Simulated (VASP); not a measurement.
# Hf (I4/mmm) in VASP: further runs

Hf is run at these levels: r2SCAN; tasks: single point.

All numbers are computed with VASP 6.6.1; they aren't measurements. Logs are shortened: lines on timing, memory, paths and dates and some standing lists are left out, and cuts for length are marked.

### Step 1. The cell of the first run

It takes space group I4/mmm (No. 139, tetragonal). The conventional cell has a = 3.140 Å, b = 3.140 Å, c = 4.618 Å, α = 90.00°, β = 90.00°, γ = 90.00°. Hf (site symmetry 4/mmm) has 12 Hf at 3.14 to 3.20 Å within 4.1 Å.

### Step 2. Single point, r2SCAN (strain +0.000 along x and y, +0.040 along z)

Input file POSCAR:

```
Hf
1.0
    0.0000000000      2.2200000000      2.3088000000
    2.2200000000      0.0000000000      2.3088000000
    2.2200000000      2.2200000000      0.0000000000
Hf
1
Direct
    0.0000000000      0.0000000000      0.0000000000
```

Input file INCAR.step1:

```
  PREC = Accurate
  ENCUT = 520
  ISMEAR = 0
  SIGMA = 0.15
  LREAL = F
  LASPH = T
  NELM = 80
  NBANDS = 11
  GGA = PE
  ALGO = Normal
  EDIFF = 1E-4
  LWAVE = T
  LCHARG = F
```

Input file INCAR.step2:

```
  PREC = Accurate
  ENCUT = 520
  EDIFF = 1E-6
  ISMEAR = 0
  SIGMA = 0.15
  LREAL = F
  LASPH = T
  NELM = 80
  ALGO = Normal
  ISIF = 2
  LWAVE = F
  LCHARG = T
  METAGGA = R2SCAN
  LMIXTAU = T
  LELF = T
  LVHAR = T
  NBANDS = 11
  ISTART = 1
```

Input file KPOINTS:

```
regular mesh
0
Gamma
  18 18 18
```

Potentials or basis: VASP PAW PBE potentials, release 64 (Hf_pv).

Started as:

```sh
$ cat potpaw_PBE.64/Hf_pv/POTCAR > POTCAR
$ cp INCAR.step1 INCAR
$ mpirun -np 1 vasp_std > vasp.out
$ cp INCAR.step2 INCAR
$ mpirun -np 1 vasp_std > vasp.out
```

OUTCAR:

```text
PREC = Accurate
   ENCUT = 520
   EDIFF = 1E-6
   ISMEAR = 0
   LREAL = F
   LASPH = T
   NELM = 80
   ISIF = 2
   METAGGA = R2SCAN
   ISTART = 1

 ion  position               nearest neighbor table
   1  0.000  0.000  0.000-

  LATTYP: Found a body centered tetragonal cell.
 ALAT       =     3.1395541085
 C/A-ratio  =     1.4707821049

  Lattice vectors:

 A1 = (  -2.2200000000,   0.0000000000,   2.3088000000)
 A2 = (   2.2200000000,   0.0000000000,   2.3088000000)
 A3 = (   0.0000000000,   2.2200000000,  -2.3088000000)

Analysis of symmetry for initial positions (statically):
=====================================================================
 Subroutine PRICEL returns:
 Original cell was already a primitive cell.

 Routine SETGRP: Setting up the symmetry group for a
 body centered tetragonal supercell.

 Subroutine GETGRP returns: Found 16 space group operations
 (whereof 16 operations were pure point group operations)
 out of a pool of 16 trial point group operations.

The static configuration has the point symmetry D_4h.

Analysis of symmetry for dynamics (positions and initial velocities):
=====================================================================
 Subroutine PRICEL returns:
 Original cell was already a primitive cell.

 Routine SETGRP: Setting up the symmetry group for a
 body centered tetragonal supercell.

 Subroutine GETGRP returns: Found 16 space group operations
 (whereof 16 operations were pure point group operations)
 out of a pool of 16 trial point group operations.

The dynamic configuration has the point symmetry D_4h.

 Subroutine INISYM returns: Found 16 space group operations
 (whereof 16 operations are pure point group operations),
 and found     1 'primitive' translations

----------------------------------------------------------------------------------------

                                     Primitive cell

  volume of cell :      22.7574

  direct lattice vectors                    reciprocal lattice vectors
     0.000000000  2.220000000  2.308800000    -0.225225225  0.225225225  0.216562717
     2.220000000  0.000000000  2.308800000     0.225225225 -0.225225225  0.216562717
     2.220000000  2.220000000  0.000000000     0.225225225  0.225225225 -0.216562717

  length of vectors
     3.202960730  3.202960730  3.139554108     0.385165178  0.385165178  0.385165178

  position of ions in fractional coordinates (direct lattice)
     0.000000000  0.000000000  0.000000000

  ion indices of the primitive-cell ions
   primitive index   ion index
                 1           1

----------------------------------------------------------------------------------------

 KPOINTS: regular mesh

Automatic generation of k-mesh.
 Grid dimensions read from file:
 generate k-points for:   18   18   18

 Generating k-lattice:

  Cartesian coordinates                     Fractional coordinates (reciprocal lattice)
    -0.012512513  0.012512513  0.012031262     0.055555556 -0.000000000  0.000000000
     0.012512513 -0.012512513  0.012031262    -0.000000000  0.055555556  0.000000000
     0.012512513  0.012512513 -0.012031262     0.000000000  0.000000000  0.055555556

  Length of vectors
     0.021398065  0.021398065  0.021398065

  Shift w.r.t. Gamma in fractional coordinates (k-lattice)
     0.000000000  0.000000000  0.000000000

 Subroutine IBZKPT returns following result:
 ===========================================

 Found    480 irreducible k-points:

 Following reciprocal coordinates:
            Coordinates               Weight
  0.000000  0.000000  0.000000      1.000000
  0.055556 -0.000000  0.000000      8.000000
  0.111111 -0.000000  0.000000      8.000000
  0.166667  0.000000  0.000000      8.000000
  0.222222 -0.000000  0.000000      8.000000
  0.277778 -0.000000  0.000000      8.000000
[... 16 lines left out ...]
 -0.277778  0.055556  0.000000      8.000000
 -0.222222  0.055556  0.000000      8.000000
 [... further k-points ...]
   k-points           NKPTS =    480   k-points in BZ     NKDIM =    480   number of bands    NBANDS=     11
   number of dos      NEDOS =    301   number of ions     NIONS =      1
   total plane-waves  NPLWV =  13824
   dimension x,y,z NGX =    24 NGY =   24 NGZ =   24
   dimension x,y,z NGXF=    48 NGYF=   48 NGZF=   48
   ions per type =               1
   NGX,Y,Z   is equivalent  to a cutoff of  12.46, 12.46, 12.71 a.u.
   NGXF,Y,Z  is equivalent  to a cutoff of  24.91, 24.91, 25.42 a.u.
 SYSTEM =  unknown system
   PREC   = accura    normal or accurate (medium, high low for compatibility)
   ISTART =      1    job   : 0-new  1-cont  2-samecut
   ICHARG =      0    charge: 1-file 2-atom 10-const
   ISPIN  =      1    spin polarized calculation?
   LNONCOLLINEAR =      F non collinear calculations
   LSORBIT =      F    spin-orbit coupling
   LASPH  =      T    aspherical Exc in radial PAW
   ENCUT  =  520.0 eV  38.22 Ry    6.18 a.u.   5.96  5.96  5.84*2*pi/ulx,y,z
[... 57 lines left out ...]
  band No.  band energies     occupation
      1     -26.6965      2.00000
      2     -26.6962      2.00000
      3     -26.6962      2.00000
      4      -3.0059      2.00000
      5       5.7902      0.00000
      6       6.2457      0.00000
      7       6.2457      0.00000
      8       8.6655      0.00000
      9       9.3345      0.00000
     10      16.2982      0.00000
     11      16.4100      0.00000

 k-point     2 :       0.0556   -0.0000    0.0000
  band No.  band energies     occupation
      1     -26.7218      2.00000
      2     -26.7002      2.00000
      3     -26.6988      2.00000
      4      -2.8957      2.00000
      5       5.7803      0.00000
      6       6.1848      0.00000
      7       6.2999      0.00000
      8       8.6160      0.00000
      9       9.2641      0.00000
     10      16.4100      0.00000
     11      16.5518      0.00000

 k-point     3 :       0.1111   -0.0000    0.0000
  band No.  band energies     occupation
      1     -26.7947      2.00000
      2     -26.7112      2.00000
      3     -26.7061      2.00000
      4      -2.5738      2.00000
      5       5.5995      0.00000
      6       6.1757      0.00000
      7       6.4451      0.00000
      8       8.5117      0.00000
      9       9.0934      0.00000
     10      16.4099      0.00000
     11      17.2191      0.00000

 k-point     4 :       0.1667    0.0000    0.0000
  band No.  band energies     occupation
      1     -26.9048      2.00000
      2     -26.7280      2.00000
      3     -26.7173      2.00000
      4      -2.0668      2.00000
      5       5.2246      0.00000
      6       6.2660      0.00000
      7       6.6204      0.00000
      8       8.4765      0.00000
      9       8.9359      0.00000
     10      16.4098      0.00000
     11      17.5813      0.00000

 k-point     5 :       0.2222   -0.0000    0.0000
  band No.  band energies     occupation
      1     -27.0371      2.00000
      2     -26.7485      2.00000
      3     -26.7309      2.00000
      4      -1.4225      2.00000
      5       4.8318      0.00104
      6       6.2771      0.00000
      7       6.7143      0.00000
      8       8.6627      0.00000
      9       8.9527      0.00000
     10      16.4091      0.00000
     11      16.7938      0.00000
[... 211 lines left out ...]
 k-point    21 :      -0.3889    0.0556    0.0000
  band No.  band energies     occupation
      1     -27.4279      2.00000
      2     -26.8323      2.00000
      3     -26.7701      2.00000
      4       0.6717      2.00000
      5       4.4895      0.95880
      6       5.6595      0.00000
      7       6.3269      0.00000
      8      10.1888      0.00000
      9      11.0393      0.00000
     10      14.6505      0.00000
     11      16.4099      0.00000

 k-point    22 :      -0.3333    0.0556    0.0000
  band No.  band energies     occupation
      1     -27.3424      2.00000
      2     -26.8191      2.00000
      3     -26.7571      2.00000
      4       0.2467      2.00000
      5       4.3492      1.79607
      6       5.8278      0.00000
      7       6.4840      0.00000
      8       9.5651      0.00000
      9      10.4672      0.00000
     10      15.1867      0.00000
     11      16.4103      0.00000

 k-point    23 :      -0.2778    0.0556    0.0000
  band No.  band energies     occupation
      1     -27.2278      2.00000
      2     -26.8001      2.00000
      3     -26.7423      2.00000
      4      -0.3729      2.00000
      5       4.3991      1.57670
      6       6.0296      0.00000
      7       6.6743      0.00000
      8       8.9748      0.00000
      9       9.8147      0.00000
     10      15.8278      0.00000
     11      16.4108      0.00000

 k-point    24 :      -0.2222    0.0556    0.0000
  band No.  band energies     occupation
      1     -27.0967      2.00000
      2     -26.7774      2.00000
      3     -26.7273      2.00000
      4      -1.0792      2.00000
      5       4.6481      0.12174
      6       6.1912      0.00000
      7       6.8029      0.00000
      8       8.5766      0.00000
      9       9.2505      0.00000
     10      16.4077      0.00000
     11      16.5998      0.00000

 [... further k-points ...]

------------------------ aborting loop because EDIFF is reached ----------------------------------------

  FORCE on cell =-STRESS in cart. coord.  units (eV):
  Direction    XX          YY          ZZ          XY          YZ          ZX
  --------------------------------------------------------------------------------------
  -------------------------------------------------------------------------------------
  Total       -0.1628428     -0.1628428     -0.4837676      0.0000000      0.0000000      0.0000000
  in kB      -11.4645461    -11.4645461    -34.0584703      0.0000000      0.0000000      0.0000000
  external PRESSURE =     -18.9958542 kB  Pullay stress =       0.0000000 kB

 VOLUME and BASIS-vectors are now :
 -----------------------------------------------------------------------------
  energy-cutoff  :      520.00
  volume of cell :       22.76
      direct lattice vectors                 reciprocal lattice vectors
     0.000000000  2.220000000  2.308800000    -0.225225225  0.225225225  0.216562717
     2.220000000  0.000000000  2.308800000     0.225225225 -0.225225225  0.216562717
     2.220000000  2.220000000  0.000000000     0.225225225  0.225225225 -0.216562717

 POSITION                                       TOTAL-FORCE (eV/Angst)
 -----------------------------------------------------------------------------------
      0.00000      0.00000      0.00000         0.000000      0.000000     -0.000000
 -----------------------------------------------------------------------------------
    total drift:                               -0.000000      0.000000      0.000000

  FREE ENERGIE OF THE ION-ELECTRON SYSTEM (eV)
  ---------------------------------------------------
  free  energy   TOTEN  =       -45.0664762485 eV

  energy  without entropy=      -45.0505709546  energy(sigma->0) =      -45.05852360
```

Run time: 1.7 min. Hardware: 1 thread of Intel Xeon 6975P-C (Granite Rapids), shared host; peak memory 0.24 GiB.

Results:

| Item | Value |
| --- | --- |
| Free energy | -45.0665 eV |
| Pressure | -1.9 GPa |
| Band gap on the k mesh | zero (bands 5 and 6 overlap by 2.03 eV) |

Levels at points of the mesh, in eV from the Fermi level:
| k point | band 2 | band 3 | band 4 | band 5 | band 6 | band 7 | band 8 | band 9 |
| --- | --- | --- | --- | --- | --- | --- | --- | --- |
| (0.00, 0.00, 0.00) | -31.18 | -31.18 | -7.49 | 1.31 | 1.76 | 1.76 | 4.18 | 4.85 |
| (0.50, 0.00, 0.00) | -31.31 | -31.26 | -3.68 | 0.32 | 1.16 | 1.67 | 6.43 | 6.69 |
| (0.50, 0.50, 0.00) | -31.43 | -31.43 | -3.30 | -2.02 | 1.92 | 6.68 | 7.13 | 7.13 |
| (0.50, 0.00, 0.50) | -31.52 | -31.44 | -3.22 | -2.13 | 2.58 | 6.58 | 6.87 | 7.38 |

Caveat: the cell differs from its parent crystal (strain +0.000 along x and y, +0.040 along z); the PAW data sets were made with another functional, which shifts forces and pressure a little; spin-orbit coupling is left out, which moves the levels of the heavy elements.

### Step 3. Single point, r2SCAN (strain +0.000 along x and y, +0.080 along z)

Input file POSCAR:

```
Hf
1.0
    0.0000000000      2.2200000000      2.3976000000
    2.2200000000      0.0000000000      2.3976000000
    2.2200000000      2.2200000000      0.0000000000
Hf
1
Direct
    0.0000000000      0.0000000000      0.0000000000
```

Input file INCAR.step1:

```
PREC = Accurate
ENCUT = 520
ISMEAR = 0
SIGMA = 0.15
LREAL = F
LASPH = T
NELM = 80
NBANDS = 11
GGA = PE
ALGO = Normal
EDIFF = 1E-4
LWAVE = T
LCHARG = F
```

Input file INCAR.step2:

```
PREC = Accurate
ENCUT = 520
EDIFF = 1E-6
ISMEAR = 0
SIGMA = 0.15
LREAL = F
LASPH = T
NELM = 80
ALGO = Normal
ISIF = 2
LWAVE = F
LCHARG = F
METAGGA = R2SCAN
LMIXTAU = T
NBANDS = 11
ISTART = 1
```

KPOINTS is that of step 2.

Potentials or basis: VASP PAW PBE potentials, release 64 (Hf_pv).

Started as:

```sh
$ cat potpaw_PBE.64/Hf_pv/POTCAR > POTCAR
$ cp INCAR.step1 INCAR
$ mpirun -np 1 vasp_std > vasp.out
$ cp INCAR.step2 INCAR
$ mpirun -np 1 vasp_std > vasp.out
```

Run time: 1.8 min. Hardware: 1 thread of Intel Xeon 6975P-C (Granite Rapids), shared host; peak memory 0.24 GiB.

The run converged. Its results:

```
Free energy            : -45.0342 eV
Pressure               : -5.5 GPa
Band gap on the k mesh : zero (bands 5 and 6 overlap by 1.78 eV)
```

Stress tensor (GPa, compression positive):
```
-4.05  0.00  0.00
 0.00 -4.05  0.00
 0.00  0.00 -8.33
```

Levels at points of the mesh, in eV from the Fermi level:
| k point | band 3 | band 4 | band 5 | band 6 | band 7 | band 8 |
| --- | --- | --- | --- | --- | --- | --- |
| (0.00, 0.00, 0.00) | -31.32 | -7.34 | 1.03 | 1.92 | 1.92 | 3.69 |
| (0.50, 0.00, 0.00) | -31.38 | -3.55 | 0.24 | 0.96 | 1.90 | 6.07 |
| (0.50, 0.50, 0.00) | -31.51 | -3.21 | -1.82 | 1.37 | 6.47 | 6.82 |
| (0.50, 0.00, 0.50) | -31.53 | -3.02 | -1.98 | 2.62 | 6.20 | 6.33 |

Caveat: the cell differs from its parent crystal (strain +0.000 along x and y, +0.080 along z); the cell stands under tension; the PAW data sets were made with another functional, which shifts forces and pressure a little; spin-orbit coupling is left out, which moves the levels of the heavy elements.

### Step 4. Single point, r2SCAN (strain +0.040 along x and y, +0.080 along z)

Input file POSCAR:

```
Hf
1.0
    0.0000000000      2.3088000000      2.3976000000
    2.3088000000      0.0000000000      2.3976000000
    2.3088000000      2.3088000000      0.0000000000
Hf
1
Direct
    0.0000000000      0.0000000000      0.0000000000
```

Input file INCAR.step1:

```
SYSTEM = Hf
PREC     = Accurate       ! precision mode
ENCUT    = 520            ! plane-wave cutoff, eV
ISMEAR   = 0              ! smearing method
SIGMA    = 0.15           ! smearing width, eV
LREAL    = .False.        ! projectors in reciprocal space
LASPH    = .True.         ! aspherical terms in the spheres
NELM     = 60             ! most SCF steps
NBANDS   = 11             ! bands
GGA      = PE             ! functional
ALGO     = Normal         ! electronic algorithm
EDIFF    = 1E-4           ! SCF threshold, eV
LWAVE    = .True.         ! write WAVECAR
LCHARG   = .False.        ! write CHGCAR
```

Input file INCAR.step2:

```
SYSTEM = Hf
PREC     = Accurate       ! precision mode
ENCUT    = 520            ! plane-wave cutoff, eV
EDIFF    = 1E-7           ! SCF threshold, eV
ISMEAR   = 0              ! smearing method
SIGMA    = 0.15           ! smearing width, eV
LREAL    = .False.        ! projectors in reciprocal space
LASPH    = .True.         ! aspherical terms in the spheres
NELM     = 60             ! most SCF steps
ALGO     = Normal         ! electronic algorithm
ISIF     = 2              ! what is computed and relaxed
LWAVE    = .False.        ! write WAVECAR
LCHARG   = .True.         ! write CHGCAR
METAGGA  = R2SCAN         ! meta-GGA
LMIXTAU  = .True.       
LELF     = .True.         ! ELF
LVHAR    = .True.       
NBANDS   = 11             ! bands
ISTART   = 1
```

Input file KPOINTS:

```
Automatic mesh
0
Gamma
  18 18 18
  0 0 0
```

Started as:

```sh
$ cat potpaw_PBE.64/Hf_pv/POTCAR > POTCAR
$ cp INCAR.step1 INCAR
$ mpirun -np 1 vasp_std > vasp.out
$ cp INCAR.step2 INCAR
$ mpirun -np 1 vasp_std > vasp.out
```

It took 4.3 min on 1 thread of Intel Xeon 6975P-C (Granite Rapids), shared host; peak memory 0.27 GiB.

The run converged. Its results:

```yaml
Free_energy: -44.9424 eV
Pressure: -11.6 GPa
Band_gap_on_the_k_mesh: zero (bands 5 and 6 overlap by 1.88 eV)
```

Stress tensor (GPa, compression positive):
```
-10.89   0.00   0.00
  0.00 -10.89   0.00
  0.00   0.00 -12.91
```

Levels at points of the mesh, in eV from the Fermi level:
```tsv
k point	band 1	band 2	band 3	band 4	band 5	band 6	band 7	band 8	band 9	band 10
(0.00, 0.00, 0.00)	-31.65	-31.65	-31.65	-7.09	1.25	1.65	1.65	3.76	4.31	11.43
(0.50, 0.00, 0.00)	-32.18	-31.73	-31.70	-3.37	0.01	1.16	1.59	5.66	5.88	8.39
(0.50, 0.50, 0.00)	-32.13	-31.82	-31.82	-2.87	-1.66	1.43	5.87	6.23	6.23	9.45
(0.50, 0.00, 0.50)	-32.15	-31.87	-31.82	-2.76	-1.74	2.01	5.79	6.03	6.44	8.95
```

Caveat: the cell differs from its parent crystal (strain +0.040 along x and y, +0.080 along z); the cell stands under tension; the PAW data sets were made with another functional, which shifts forces and pressure a little; spin-orbit coupling is left out, which moves the levels of the heavy elements.

### Step 5. Summary

```tsv
cell	gap on the mesh (eV)	pressure (GPa)
a = 3.203, b = 3.203, c = 3.140 Å, angles 60.7, 60.7, 58.7°, 1 atom	none	-1.9
a = 3.268, b = 3.268, c = 3.140 Å, angles 61.3, 61.3, 57.4°, 1 atom	none	-5.5
a = 3.329, b = 3.329, c = 3.265 Å, angles 60.6, 60.6, 58.7°, 1 atom	none	-11.6
```

Alike in all rows: task single point; level r2SCAN; potentials or basis VASP PAW PBE potentials, release 64 (Hf_pv); no spin polarisation; k mesh 18 × 18 × 18; cutoff (eV) 520; smearing gaussian 0.15 eV.

Caveats: the PAW data sets were made with another functional, which shifts forces and pressure a little; spin-orbit coupling is left out, which moves the levels of the heavy elements; the cell stands under tension (at least some runs).

Total energies depend on the potentials used, so only differences within one code and one set of settings carry meaning.
